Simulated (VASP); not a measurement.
# TaN: single point with PBE

The system is TaN.

```
Ta N
1.0
     2.87924    0.00000    0.00000
    -1.43962    2.59527    0.00000
     0.00000    0.00000    2.88300
Ta N
1 1
Direct
  0.33333 0.66667 0.50000
  0.00000 0.00000 0.00000
```

This cell differs from its parent crystal: strain -0.0200 x Voigt [1, -1, 0, 0, 0, 0].

```json
{
 "Program": "VASP 6.6.1",
 "Task": "single point",
 "Functional": "PBE",
 "Potentials or basis": "VASP PAW PBE potentials, release 64 (Ta_pv, N)",
 "Cutoff": "520 eV",
 "k mesh": "18 × 18 × 16",
 "Occupations": "gaussian, width 0.15 eV",
 "Spin": "no spin polarisation",
 "Dipole correction": "no",
 "Further INCAR settings": "ALGO = Normal; EDIFF = 1e-06; NBANDS = 15"
}
```

- Pressure: 5.8 GPa
- Largest force: 0.070 eV/Å
- Band gap on the k mesh: zero (band 8 reaches 8.36 eV, above the bottom of band 9 at 8.14 eV)

Forces in eV/Å, atoms in the order of the input:
```
Ta   0.000 -0.070  0.000
N    0.000  0.070  0.000
```

Stress tensor (GPa, compression positive):
```
15.10  0.00  0.00
 0.00 -4.01  0.00
 0.00  0.00  6.45
```

Levels at points of the mesh, in eV from the Fermi level:
```tsv
k point	band 4	band 5	band 6	band 7	band 8	band 9	band 10	band 11	band 12	band 13
(0.00, 0.00, 0.00)	-17.74	-4.80	-4.26	-4.14	-2.89	2.25	3.38	3.90	3.97	4.15
(0.50, 0.00, 0.00)	-15.41	-8.21	-5.15	-3.40	-3.23	2.96	3.97	5.22	5.41	7.54
(0.00, 0.50, 0.00)	-15.53	-8.30	-5.14	-3.50	-2.94	3.29	4.12	5.29	5.35	7.42
(0.00, 0.00, 0.50)	-15.10	-9.31	-3.79	-3.61	-0.44	0.38	2.44	3.15	3.60	8.29
(0.50, 0.00, 0.50)	-15.73	-7.29	-6.17	-5.77	-0.19	4.16	5.35	6.22	7.12	10.47
(0.00, 0.50, 0.50)	-15.79	-7.25	-6.12	-5.35	-0.57	4.28	5.29	5.98	7.10	9.83
```

Run time: 65 s on 1 thread of Intel(R) Xeon(R) 6975P-C (Granite Rapids) (shared host), peak memory 0.37 GiB.

Caveat: the cell differs from its parent crystal (strain -0.0200 x Voigt [1, -1, 0, 0, 0, 0]); spin-orbit coupling is left out, which moves the levels of the heavy elements.
